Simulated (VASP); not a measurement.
CsI:

```
CELL_PARAMETERS angstrom
4.60808 0.00000 0.00000
0.00000 4.60808 0.00000
0.00000 0.00000 4.60808
ATOMIC_POSITIONS crystal
Cs 0.00000 0.00000 0.00000
I 0.50000 0.50000 0.50000
```

Base run:

- Program: VASP 6.6.1
- Functional: r2SCAN
- Potentials or basis: VASP PAW PBE potentials, release 64 (Cs_sv, I)
- Cutoff: 550 eV
- k mesh: 6 × 6 × 6
- Occupations: gaussian, width 0.01 eV
- Spin: no spin polarisation

Its results: band gap on the k mesh 4.50 eV (least direct gap 4.59 eV); pressure 0.1 GPa.

Q: The run is repeated on the same cell with these changes: functional from r2SCAN to LDA; potentials or basis from VASP PAW PBE potentials, release 64 (Cs_sv, I) to VASP PAW LDA potentials, release 64 (Cs_sv, I); cutoff from 550 eV to 500 eV. What comes out?

A: Band gap on the k mesh 3.45 eV (least direct gap 3.55 eV); pressure -1.6 GPa.

Caveats: spin-orbit coupling is left out, which moves the levels of the heavy elements; the PAW data sets were made with another functional, which shifts forces and pressure a little (at least some runs).

A k mesh can miss the band edges.
